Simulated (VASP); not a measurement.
# Pt (P6_3/mmc) in VASP: notebook

Runs on Pt. Level: PBE. Tasks: single point.

All numbers are computed with VASP 6.6.1; they aren't measurements. Logs are shortened: lines on timing, memory, paths and dates and some standing lists are left out, and cuts for length are marked.

### 1 The cell of the first run

It takes space group P6_3/mmc (No. 194, hexagonal). The conventional cell has a = 2.952 Å, b = 2.952 Å, c = 4.722 Å, α = 90.00°, β = 90.00°, γ = 120.00°. Pt (site symmetry -6m2) has 12 Pt at 2.91 to 2.95 Å within 3.8 Å.

### 2 Single point, PBE

The input, INCAR:

```
ALGO = Normal ; EDIFF = 1E-6
ENCUT = 520 ; GGA = PE
ISIF = 2 ; ISMEAR = 0
LASPH = True ; LCHARG = True
LELF = True ; LREAL = False
LVHAR = True ; LWAVE = False
NBANDS = 17 ; NELM = 100
PREC = Accurate ; SIGMA = 0.15
```

The input, KPOINTS:

```
k-points
0
Gamma
  18 18 10
```

The input, POSCAR:

```
Pt
1.0
    2.9516000000      0.0000000000      0.0000000000
   -1.4758000000      2.5561605818      0.0000000000
    0.0000000000      0.0000000000      4.7216000000
Pt
2
Direct
    0.6666666667      0.3333333333      0.7500000000
    0.3333333333      0.6666666667      0.2500000000
```

Potentials or basis: VASP PAW PBE potentials, release 64 (Pt).

The run is started by

```
> cat potpaw_PBE.64/Pt/POTCAR > POTCAR
> mpirun -np 1 vasp_std > vasp.out
```

OUTCAR:

```text
EDIFF = 1E-6
   ENCUT = 520
   GGA = PE
   ISIF = 2
   ISMEAR = 0
   LASPH = True
   LREAL = False
   NELM = 100
   PREC = Accurate

 ion  position               nearest neighbor table
   1  0.667  0.333  0.750-   2 2.91   2 2.91   2 2.91   2 2.91   2 2.91   2 2.91
   2  0.333  0.667  0.250-   1 2.91   1 2.91   1 2.91   1 2.91   1 2.91   1 2.91

  LATTYP: Found a hexagonal cell.
 ALAT       =     2.9516000000
 C/A-ratio  =     1.5996747527

  Lattice vectors:

 A1 = (   2.9516000000,   0.0000000000,   0.0000000000)
 A2 = (  -1.4758000000,   2.5561605818,   0.0000000000)
 A3 = (   0.0000000000,   0.0000000000,   4.7216000000)

Analysis of symmetry for initial positions (statically):
=====================================================================
 Subroutine PRICEL returns:
 Original cell was already a primitive cell.

 Routine SETGRP: Setting up the symmetry group for a
 hexagonal supercell.

 Subroutine GETGRP returns: Found 24 space group operations
 (whereof 12 operations were pure point group operations)
 out of a pool of 24 trial point group operations.

The static configuration has the point symmetry D_3d.
 The point group associated with its full space group is D_6h.

Analysis of symmetry for dynamics (positions and initial velocities):
=====================================================================
 Subroutine PRICEL returns:
 Original cell was already a primitive cell.

 Routine SETGRP: Setting up the symmetry group for a
 hexagonal supercell.

 Subroutine GETGRP returns: Found 24 space group operations
 (whereof 12 operations were pure point group operations)
 out of a pool of 24 trial point group operations.

The dynamic configuration has the point symmetry D_3d.
 The point group associated with its full space group is D_6h.

 Subroutine INISYM returns: Found 24 space group operations
 (whereof 12 operations are pure point group operations),
 and found     1 'primitive' translations

----------------------------------------------------------------------------------------

                                     Primitive cell

  volume of cell :      35.6234

  direct lattice vectors                    reciprocal lattice vectors
     2.951600000  0.000000000  0.000000000     0.338799295  0.195605864  0.000000000
    -1.475800000  2.556160582  0.000000000     0.000000000  0.391211729  0.000000000
     0.000000000  0.000000000  4.721600000     0.000000000  0.000000000  0.211792613

  length of vectors
     2.951600000  2.951600000  4.721600000     0.391211729  0.391211729  0.211792613

  position of ions in fractional coordinates (direct lattice)
     0.666666667  0.333333333  0.750000000
     0.333333333  0.666666667  0.250000000

  ion indices of the primitive-cell ions
   primitive index   ion index
                 1           1
                 2           2

----------------------------------------------------------------------------------------

 KPOINTS: k-points

Automatic generation of k-mesh.
 Grid dimensions read from file:
 generate k-points for:   18   18   10

 Generating k-lattice:

  Cartesian coordinates                     Fractional coordinates (reciprocal lattice)
     0.018822183  0.010866992  0.000000000     0.055555556  0.000000000  0.000000000
     0.000000000  0.021733985  0.000000000     0.000000000  0.055555556  0.000000000
     0.000000000  0.000000000  0.021179261     0.000000000  0.000000000  0.100000000

  Length of vectors
     0.021733985  0.021733985  0.021179261

  Shift w.r.t. Gamma in fractional coordinates (k-lattice)
     0.000000000  0.000000000  0.000000000

 Subroutine IBZKPT returns following result:
 ===========================================

 Found    222 irreducible k-points:

 Following reciprocal coordinates:
            Coordinates               Weight
  0.000000  0.000000  0.000000      1.000000
  0.055556  0.000000  0.000000      6.000000
  0.111111  0.000000  0.000000      6.000000
  0.166667  0.000000  0.000000      6.000000
  0.222222  0.000000  0.000000      6.000000
  0.277778  0.000000  0.000000      6.000000
[... 16 lines left out ...]
  0.333333  0.111111  0.000000     12.000000
  0.388889  0.111111  0.000000     12.000000
 [... further k-points ...]
   k-points           NKPTS =    222   k-points in BZ     NKDIM =    222   number of bands    NBANDS=     17
   number of dos      NEDOS =    301   number of ions     NIONS =      2
   total plane-waves  NPLWV =  20736
   dimension x,y,z NGX =    24 NGY =   24 NGZ =   36
   dimension x,y,z NGXF=    48 NGYF=   48 NGZF=   72
   ions per type =               2
   NGX,Y,Z   is equivalent  to a cutoff of  13.52, 13.52, 12.68 a.u.
   NGXF,Y,Z  is equivalent  to a cutoff of  27.04, 27.04, 25.35 a.u.
 SYSTEM =  unknown system
   PREC   = accura    normal or accurate (medium, high low for compatibility)
   ISTART =      0    job   : 0-new  1-cont  2-samecut
   ICHARG =      2    charge: 1-file 2-atom 10-const
   ISPIN  =      1    spin polarized calculation?
   LNONCOLLINEAR =      F non collinear calculations
   LSORBIT =      F    spin-orbit coupling
   LASPH  =      T    aspherical Exc in radial PAW
   ENCUT  =  520.0 eV  38.22 Ry    6.18 a.u.   5.49  5.49  8.78*2*pi/ulx,y,z
   NELM   =    100;   NELMIN=  2; NELMDL= -5     # of ELM steps
   EDIFF  = 0.1E-05   stopping-criterion for ELM
   LREAL  =      F    real-space projection
   EDIFFG = 0.1E-04   stopping-criterion for IOM
   NSW    =      0    number of steps for IOM
   IBRION =     -1    ionic relax: 0-MD 1-quasi-New 2-CG
   NFREE  =      0    steps in history (QN), initial steepest desc. (CG)
   ISIF   =      2    stress and relaxation
   ISYM   =      2    0-nonsym 1-usesym 2-fastsym
   POTIM  = 0.5000    time-step for ionic-motion
   TEBEG  =    0.0;   TEEND  =   0.0 temperature during run
   PSTRESS=    0.0 pullay stress
   NELECT =      20.0000    total number of electrons
   NUPDOWN=      -1.0000    fix difference up-down
   EMIN   =  10.00;   EMAX   =-10.00  energy-range for DOS
   EFERMI =   0.00;   METHOD = LEGACY
   ISMEAR =     0;   SIGMA  =   0.15  broadening in eV -4-tet -1-fermi 0-gaus
   EFERMI_NEDOS =   21; number of points for ismear=-14 and -15
   IALGO  =     38    algorithm
   IMIX   =      4    mixing-type and parameters
     AMIX     =   0.40;   BMIX     =  1.00
     AMIX_MAG =   1.60;   BMIX_MAG =  1.00
  volume/ion in A,a.u.               =      17.81       120.20
  Fermi-wavevector in a.u.,A,eV,Ry     =   1.350537  2.552145 24.816357  1.823951
  Thomas-Fermi vector in A             =   2.478033
   LORBIT       =      0    0 simple, 1 ext, 2 COOP (PROOUT), +10 PAW based schemes
   GGA     = PE    functional components
   LHFCALC =     F    Hartree Fock is set to
   AEXX    =    0.0000 exact exchange contribution
   IVDW    =     0    specifies the selected vdW correction
   LEPSILON=     F    determine dielectric tensor
   LRPA    =     F    only Hartree local field effects (RPA)
 non-spin polarized calculation
 Gauss-broadening in eV      SIGMA  =   0.15
  energy-cutoff  :      520.00
  volume of cell :       35.62
 maximum number of plane-waves:       986
 NGX is ok and might be reduce to    24
   NGX = 11   NGY = 11   NGZ = 17

 number of electron      20.0000001 magnetization

 Free energy of the ion-electron system (eV)
  ---------------------------------------------------
  ext. energy  EPLUGINS =         0.00000000
  ---------------------------------------------------
  free energy    TOTEN  =       -11.73337899 eV

  energy without entropy =      -11.66782635  energy(sigma->0) =      -11.70060267

 E-fermi :   8.3441     XC(G=0): -12.5059

 val. band max:        8.3438770823   @ k =   0.1111   0.0556   0.4000
 cond. band min:       8.3446352559   @ k =   0.2222   0.1111   0.1000
 fundamental gap:      0.0007581736
 Fermi energy:         8.3441198740

 k-point     1 :       0.0000    0.0000    0.0000
  band No.  band energies     occupation
      1      -0.1335      2.00000
      2       2.6547      2.00000
      3       5.5855      2.00000
      4       5.5855      2.00000
      5       5.5921      2.00000
      6       5.9899      2.00000
[... 9 lines left out ...]
     16      25.6133      0.00000
     17      26.8756      0.00000

 k-point     2 :       0.0556    0.0000    0.0000
  band No.  band energies     occupation
      1      -0.0410      2.00000
      2       2.7308      2.00000
      3       5.4033      2.00000
      4       5.6502      2.00000
      5       5.7633      2.00000
      6       5.9544      2.00000
[... 9 lines left out ...]
     16      25.4671      0.00000
     17      26.3665      0.00000

 k-point     3 :       0.1111    0.0000    0.0000
  band No.  band energies     occupation
      1       0.2313      2.00000
      2       2.9451      2.00000
      3       5.1975      2.00000
      4       5.8290      2.00000
      5       5.8408      2.00000
      6       5.9862      2.00000
[... 9 lines left out ...]
     16      25.2913      0.00000
     17      25.6136      0.00000

 k-point     4 :       0.1667    0.0000    0.0000
  band No.  band energies     occupation
      1       0.6656      2.00000
      2       3.2457      2.00000
      3       5.0023      2.00000
      4       5.6053      2.00000
      5       5.6975      2.00000
      6       6.0722      2.00000
[... 9 lines left out ...]
     16      24.8298      0.00000
     17      25.7227      0.00000

 k-point     5 :       0.2222    0.0000    0.0000
  band No.  band energies     occupation
      1       1.2255      2.00000
      2       3.5110      2.00000
      3       4.9088      2.00000
      4       5.0691      2.00000
      5       5.5852      2.00000
      6       5.8893      2.00000
[... 9 lines left out ...]
     16      24.8169      0.00000
     17      25.4868      0.00000

 k-point     6 :       0.2778    0.0000    0.0000
  band No.  band energies     occupation
      1       1.8447      2.00000
      2       3.5845      2.00000
      3       4.5881      2.00000
      4       5.0076      2.00000
      5       5.5889      2.00000
      6       5.7125      2.00000
[... 9 lines left out ...]
     16      23.8736      0.00000
     17      24.3354      0.00000

 k-point     7 :       0.3333    0.0000    0.0000
  band No.  band energies     occupation
      1       2.4140      2.00000
      2       3.4906      2.00000
      3       4.1989      2.00000
      4       5.2240      2.00000
      5       5.5590      2.00000
      6       5.7739      2.00000
[... 9 lines left out ...]
     16      22.0718      0.00000
     17      23.0384      0.00000

 k-point     8 :       0.3889    0.0000    0.0000
  band No.  band energies     occupation
      1       2.8157      2.00000
      2       3.3567      2.00000
      3       3.9149      2.00000
      4       5.4412      2.00000
      5       5.5270      2.00000
      6       5.9529      2.00000
[... 9 lines left out ...]
     16      19.9759      0.00000
     17      22.2967      0.00000
[... 203 lines left out ...]
      1       0.9193      2.00000
      2       3.4270      2.00000
      3       4.8509      2.00000
      4       5.4199      2.00000
      5       5.6743      2.00000
      6       5.8431      2.00000
[... 9 lines left out ...]
     16      25.5709      0.00000
     17      26.0037      0.00000

 k-point    20 :       0.1667    0.1111    0.0000
  band No.  band energies     occupation
      1       1.4695      2.00000
      2       3.7127      2.00000
      3       4.6893      2.00000
      4       4.9529      2.00000
      5       5.6010      2.00000
      6       5.6577      2.00000
[... 9 lines left out ...]
     16      24.6884      0.00000
     17      26.2177      0.00000

 k-point    21 :       0.2222    0.1111    0.0000
  band No.  band energies     occupation
      1       2.0853      2.00000
      2       3.8171      2.00000
      3       4.5252      2.00000
      4       4.7109      2.00000
      5       5.5100      2.00000
      6       5.6235      2.00000
[... 9 lines left out ...]
     16      23.8821      0.00000
     17      24.6639      0.00000

 k-point    22 :       0.2778    0.1111    0.0000
  band No.  band energies     occupation
      1       2.6599      2.00000
      2       3.7181      2.00000
      3       4.1738      2.00000
      4       4.9239      2.00000
      5       5.4028      2.00000
      6       5.7899      2.00000
[... 9 lines left out ...]
     16      22.6580      0.00000
     17      23.1518      0.00000

 k-point    23 :       0.3333    0.1111    0.0000
  band No.  band energies     occupation
      1       3.0651      2.00000
      2       3.5779      2.00000
      3       3.9149      2.00000
      4       5.2410      2.00000
      5       5.3365      2.00000
      6       5.9457      2.00000
[... 9 lines left out ...]
     16      20.8370      0.00000
     17      22.4622      0.00000

 k-point    24 :       0.3889    0.1111    0.0000
  band No.  band energies     occupation
      1       3.2649      2.00000
      2       3.4740      2.00000
      3       3.7569      2.00000
      4       5.3052      2.00000
      5       5.5731      2.00000
      6       5.8405      2.00000
[... 9 lines left out ...]
     16      19.4499      0.00000
     17      21.8445      0.00000

 [... further k-points ...]

------------------------ aborting loop because EDIFF is reached ----------------------------------------

  FORCE on cell =-STRESS in cart. coord.  units (eV):
  Direction    XX          YY          ZZ          XY          YZ          ZX
  --------------------------------------------------------------------------------------
  -------------------------------------------------------------------------------------
  Total       -5.1152433     -5.1152433     -3.9650688     -0.0000000     -0.0000000      0.0000000
  in kB     -230.0604944   -230.0604944   -178.3308511     -0.0000000     -0.0000000      0.0000000
  external PRESSURE =    -212.8172800 kB  Pullay stress =       0.0000000 kB

 VOLUME and BASIS-vectors are now :
 -----------------------------------------------------------------------------
  energy-cutoff  :      520.00
  volume of cell :       35.62
      direct lattice vectors                 reciprocal lattice vectors
     2.951600000  0.000000000  0.000000000     0.338799295  0.195605864  0.000000000
    -1.475800000  2.556160582  0.000000000     0.000000000  0.391211729  0.000000000
     0.000000000  0.000000000  4.721600000     0.000000000  0.000000000  0.211792613

 POSITION                                       TOTAL-FORCE (eV/Angst)
 -----------------------------------------------------------------------------------
      1.47580      0.85205      3.54120        -0.000000      0.000000      0.000000
     -0.00000      1.70411      1.18040         0.000000     -0.000000      0.000000
 -----------------------------------------------------------------------------------
    total drift:                                0.000000     -0.000000      0.000000

  FREE ENERGIE OF THE ION-ELECTRON SYSTEM (eV)
  ---------------------------------------------------
  free  energy   TOTEN  =       -11.7333789881 eV

  energy  without entropy=      -11.6678263516  energy(sigma->0) =      -11.70060267
```

Wall time 31 s (1 thread of Intel Xeon 6975P-C (Granite Rapids), shared host); peak memory 0.24 GiB.

Results:

- Free energy: -11.7334 eV
- Pressure: -21.3 GPa
- Band gap on the k mesh: zero (band 10 reaches 8.55 eV, above the bottom of band 11 at 7.63 eV)

Caveat: spin-orbit coupling is left out, which moves the levels of the heavy elements.

### 3 Single point, PBE

This run uses another cell than the first one, of 17.89 Å³/atom, 1.004 times its volume.

The input, INCAR:

```
  PREC = Accurate
  ENCUT = 520
  EDIFF = 1E-6
  ISMEAR = 0
  SIGMA = 0.15
  LREAL = False
  LASPH = True
  NELM = 100
  ALGO = Normal
  ISIF = 2
  LWAVE = False
  LCHARG = False
  GGA = PE
  NBANDS = 17
```

The input, KPOINTS:

```
Automatic mesh
0
Gamma
  18 18 10
```

The input, POSCAR:

```
Pt
1.0
    2.9034000000      0.0000000000      0.0000000000
   -1.4517000000      2.5144181573      0.0000000000
    0.0000000000      0.0000000000      4.9009000000
Pt
2
Direct
    0.6666666667      0.3333333333      0.7500000000
    0.3333333333      0.6666666667      0.2500000000
```

Potentials or basis: VASP PAW PBE potentials, release 64 (Pt).

The run is started by

```
> cat potpaw_PBE.64/Pt/POTCAR > POTCAR
> mpirun -np 1 vasp_std > vasp.out
```

It took 30 s on 1 thread of Intel Xeon 6975P-C (Granite Rapids), shared host; peak memory 0.24 GiB.

The run converged. Its results:

```yaml
Free_energy: -11.7513 eV
Pressure: -22.1 GPa
Band_gap_on_the_k_mesh: zero (band 10 reaches 8.56 eV, above the bottom of band 11 at 7.58 eV)
```

Stress tensor (GPa, compression positive):
```
-23.48   0.00   0.00
  0.00 -23.48   0.00
  0.00   0.00 -19.44
```

Levels at points of the mesh, in eV from the Fermi level:
| k point | band 8 | band 9 | band 10 | band 11 | band 12 | band 13 |
| --- | --- | --- | --- | --- | --- | --- |
| (0.00, 0.00, 0.00) | -1.61 | -1.61 | -0.20 | -0.20 | 0.00 | 4.25 |
| (0.50, 0.00, 0.00) | 0.05 | 0.11 | 0.30 | 2.01 | 3.20 | 6.83 |
| (0.00, 0.00, 0.50) | -2.79 | -0.68 | -0.68 | -0.68 | -0.68 | 11.61 |
| (0.50, 0.00, 0.50) | -0.60 | 0.22 | 0.22 | 1.78 | 1.78 | 5.49 |

Caveat: spin-orbit coupling is left out, which moves the levels of the heavy elements.

(Continued in part 2 of 2.)
